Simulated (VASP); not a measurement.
# Ir (P6_3/mmc) in VASP: settings compared, part 2 of 2

VASP 6.6.1.

### 6 Single point, LDA

This run uses another cell than the first one, of 14.63 Å³/atom, 0.943 times its volume.

Input file INCAR:

```
ALGO = Normal
EDIFF = 1E-6
ENCUT = 520
ISIF = 2
ISMEAR = -1
LASPH = T
LCHARG = T
LELF = T
LREAL = F
LVHAR = T
LWAVE = F
NBANDS = 16
NELM = 80
PREC = Accurate
SIGMA = 0.05
```

Input file KPOINTS:

```
k-points
0
Gamma
  8 8 5
```

Input file POSCAR:

```
Ir
1.0
    2.7513778946      0.0000000000      0.0000000000
   -1.3756889473      2.3827631521      0.0000000000
    0.0000000000      0.0000000000      4.4622900000
Ir
2
Direct
    0.3333333333      0.6666666667      0.2500000000
    0.6666666667      0.3333333333      0.7500000000
```

Potentials or basis: VASP PAW LDA potentials, release 64 (Ir).

Command:

```console
cat potpaw_LDA.64/Ir/POTCAR > POTCAR
mpirun -np 1 vasp_std > vasp.out
```

OUTCAR:

```text
EDIFF = 1E-6
   ENCUT = 520
   ISIF = 2
   ISMEAR = -1
   LASPH = T
   LREAL = F
   NELM = 80
   PREC = Accurate

 ion  position               nearest neighbor table
   1  0.333  0.667  0.250-   2 2.74   2 2.74   2 2.74   2 2.74   2 2.74   2 2.74
   2  0.667  0.333  0.750-   1 2.74   1 2.74   1 2.74   1 2.74   1 2.74   1 2.74

  LATTYP: Found a hexagonal cell.
 ALAT       =     2.7513778946
 C/A-ratio  =     1.6218382828

  Lattice vectors:

 A1 = (   2.7513778946,   0.0000000000,   0.0000000000)
 A2 = (  -1.3756889473,   2.3827631521,   0.0000000000)
 A3 = (   0.0000000000,   0.0000000000,   4.4622900000)

Analysis of symmetry for initial positions (statically):
=====================================================================
 Subroutine PRICEL returns:
 Original cell was already a primitive cell.

 Routine SETGRP: Setting up the symmetry group for a
 hexagonal supercell.

 Subroutine GETGRP returns: Found 24 space group operations
 (whereof 12 operations were pure point group operations)
 out of a pool of 24 trial point group operations.

The static configuration has the point symmetry D_3d.
 The point group associated with its full space group is D_6h.

Analysis of symmetry for dynamics (positions and initial velocities):
=====================================================================
 Subroutine PRICEL returns:
 Original cell was already a primitive cell.

 Routine SETGRP: Setting up the symmetry group for a
 hexagonal supercell.

 Subroutine GETGRP returns: Found 24 space group operations
 (whereof 12 operations were pure point group operations)
 out of a pool of 24 trial point group operations.

The dynamic configuration has the point symmetry D_3d.
 The point group associated with its full space group is D_6h.

 Subroutine INISYM returns: Found 24 space group operations
 (whereof 12 operations are pure point group operations),
 and found     1 'primitive' translations

[... 111 lines left out ...]
   IALGO  =     38    algorithm
   IMIX   =      4    mixing-type and parameters
     AMIX     =   0.40;   BMIX     =  1.00
     AMIX_MAG =   1.60;   BMIX_MAG =  1.00
  volume/ion in A,a.u.               =      14.63        98.71
  Fermi-wavevector in a.u.,A,eV,Ry     =   1.392417  2.631287 26.379323  1.938826
  Thomas-Fermi vector in A             =   2.516162
   LORBIT       =      0    0 simple, 1 ext, 2 COOP (PROOUT), +10 PAW based schemes
   GGA     = CA    functional components
   LHFCALC =     F    Hartree Fock is set to
   AEXX    =    0.0000 exact exchange contribution
   IVDW    =     0    specifies the selected vdW correction
   LEPSILON=     F    determine dielectric tensor
   LRPA    =     F    only Hartree local field effects (RPA)
 non-spin polarized calculation
  energy-cutoff  :      520.00
  volume of cell :       29.25
 maximum number of plane-waves:       799
   NGX = 11   NGY = 11   NGZ = 17

 number of electron      18.0000000 magnetization

 Free energy of the ion-electron system (eV)
  ---------------------------------------------------
  ext. energy  EPLUGINS =         0.00000000
  ---------------------------------------------------
  free energy    TOTEN  =       -20.36057876 eV

  energy without entropy =      -20.33632923  energy(sigma->0) =      -20.34845400

 E-fermi :   9.8326     XC(G=0): -13.9447

 val. band max:        9.8255948738   @ k =   0.3750   0.1250   0.0000
 cond. band min:       9.8979725114   @ k =   0.3750  -0.0000   0.2000
 fundamental gap:      0.0723776376
 Fermi energy:         9.8325796739

 k-point     1 :       0.0000    0.0000    0.0000
  band No.  band energies     occupation
      1      -1.0217      2.00000
      2       1.9816      2.00000
      3       6.0636      2.00000
      4       6.1744      2.00000
      5       6.1744      2.00000
      6       6.8006      2.00000
[... 433 lines left out ...]
      3       4.0786      2.00000
      4       4.5403      2.00000
      5       7.2215      2.00000
      6       7.2656      2.00000
[... 8 lines left out ...]
     15      24.3240      0.00000
     16      25.7148      0.00000

 [... further k-points ...]

------------------------ aborting loop because EDIFF is reached ----------------------------------------

  FORCE on cell =-STRESS in cart. coord.  units (eV):
  Direction    XX          YY          ZZ          XY          YZ          ZX
  --------------------------------------------------------------------------------------
  -------------------------------------------------------------------------------------
  Total       -2.6348124     -2.6348124     -2.9344646      0.0000000      0.0000000      0.0000000
  in kB     -144.3016738   -144.3016738   -160.7128270      0.0000000      0.0000000      0.0000000
  external PRESSURE =    -149.7720582 kB  Pullay stress =       0.0000000 kB

 VOLUME and BASIS-vectors are now :
 -----------------------------------------------------------------------------
  energy-cutoff  :      520.00
  volume of cell :       29.25
      direct lattice vectors                 reciprocal lattice vectors
     2.751377895  0.000000000  0.000000000     0.363454254  0.209840411  0.000000000
    -1.375688947  2.382763152  0.000000000     0.000000000  0.419680823  0.000000000
     0.000000000  0.000000000  4.462290000     0.000000000  0.000000000  0.224100182

 POSITION                                       TOTAL-FORCE (eV/Angst)
 -----------------------------------------------------------------------------------
     -0.00000      1.58851      1.11557         0.000000      0.000000      0.000000
      1.37569      0.79425      3.34672        -0.000000      0.000000      0.000000
 -----------------------------------------------------------------------------------
    total drift:                                0.000000     -0.000000     -0.000000

  FREE ENERGIE OF THE ION-ELECTRON SYSTEM (eV)
  ---------------------------------------------------
  free  energy   TOTEN  =       -20.3605787586 eV

  energy  without entropy=      -20.3363292347  energy(sigma->0) =      -20.34845400
```

Wall time 9.7 s (1 thread of Intel Xeon 6975P-C, shared host); peak memory 0.13 GiB.

What came out:

- Free energy: -20.3606 eV
- Pressure: -15.0 GPa
- Band gap on the k mesh: zero (band 9 reaches 10.79 eV, above the bottom of band 10 at 7.73 eV)

Stress tensor (GPa, compression positive):
```
-14.43   0.00   0.00
  0.00 -14.43   0.00
  0.00   0.00 -16.07
```

Caveat: spin-orbit coupling is left out, which moves the levels of the heavy elements.

### 7 The runs side by side

| level | potentials or basis | cell | k mesh | cutoff (eV) | second run | gap on the mesh (eV) | pressure (GPa) |
| --- | --- | --- | --- | --- | --- | --- | --- |
| r2SCAN | VASP PAW PBE potentials, release 64 (Ir) | a = 2.805, b = 2.805, c = 4.550 Å, angles 90.0, 90.0, 120.0°, 2 atoms | 11 × 11 × 6 | 550 | - | none | -23.3 |
| PBEsol | VASP PAW PBE potentials, release 64 (Ir_sv_GW) | a = 2.770, b = 2.770, c = 4.492 Å, angles 90.0, 90.0, 120.0°, 2 atoms | 11 × 11 × 6 | 500 | valence_matched | none | -21.4 |
| PBE | VASP PAW PBE potentials, release 64 (Ir_sv_GW) | a = 2.751, b = 2.751, c = 4.462 Å, angles 90.0, 90.0, 120.0°, 2 atoms | 12 × 12 × 7 | 500 | valence_matched | none | -4.8 |
| LDA | VASP PAW LDA potentials, release 64 (Ir) | a = 2.711, b = 2.711, c = 4.378 Å, angles 90.0, 90.0, 120.0°, 2 atoms | 8 × 8 × 5 | 520 | - | none | 2.6 |
| LDA | VASP PAW LDA potentials, release 64 (Ir) | a = 2.751, b = 2.751, c = 4.462 Å, angles 90.0, 90.0, 120.0°, 2 atoms | 8 × 8 × 5 | 520 | - | none | -15.0 |

Alike in all rows: task single point; no spin polarisation; smearing fermi-dirac 0.05 eV.

Caveats: spin-orbit coupling is left out, which moves the levels of the heavy elements; the PAW data sets were made with another functional, which shifts forces and pressure a little (some runs).

Total energies depend on the potentials used, so only differences within one code and one set of settings carry meaning.
